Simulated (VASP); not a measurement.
Wanted: the native input for a VASP 6.6.1 run.

| Item | Value |
| --- | --- |
| Task | single point |
| Functional | LDA |
| Potentials or basis | VASP PAW LDA potentials, release 64 (Cl) |
| Cutoff | 520 eV |
| k mesh | 11 × 11 × 11 |
| Occupations | fermi-dirac, width 0.08 eV |
| Spin | no spin polarisation |
| Dipole correction | no |
| Further INCAR settings | ALGO = Normal; EDIFF = 1e-06; NBANDS = 14 |

The structure of Cl lies in POSCAR:

```
Cl
1.0
    0.0000000000      2.4553364659      2.4553364659
    2.4553364659      0.0000000000      2.4553364659
    2.4553364659      2.4553364659      0.0000000000
Cl
2
Direct
   -0.1250000000     -0.1250000000     -0.1250000000
    0.1250000000      0.1250000000      0.1250000000
```

This cell differs from its parent crystal: volume scaled by 0.5.

One way to write it, as run:

INCAR

```
SYSTEM = Cl
  ALGO = Normal
  EDIFF = 1E-6
  ENCUT = 520
  ISIF = 2
  ISMEAR = -1
  LASPH = .TRUE.
  LCHARG = .FALSE.
  LREAL = .FALSE.
  LWAVE = .FALSE.
  NBANDS = 14
  NELM = 80
  PREC = Accurate
  SIGMA = 0.08
```

KPOINTS

```
k-points
0
G
  11 11 11
  0 0 0
```

Potentials or basis: VASP PAW LDA potentials, release 64 (Cl).

Run with:

```sh
$ cat potpaw_LDA.64/Cl/POTCAR > POTCAR
$ mpirun -np 1 vasp_std > vasp.out
```

Results of the run:

* Pressure: 71.0 GPa
* Band gap on the k mesh: zero (band 7 reaches 10.34 eV, above the bottom of band 8 at 5.29 eV)

It took 13 s on 1 thread of Intel(R) Xeon(R) Platinum 8375C CPU @ 2.90GHz (Ice Lake), with other jobs on the host, peak memory 0.14 GiB.
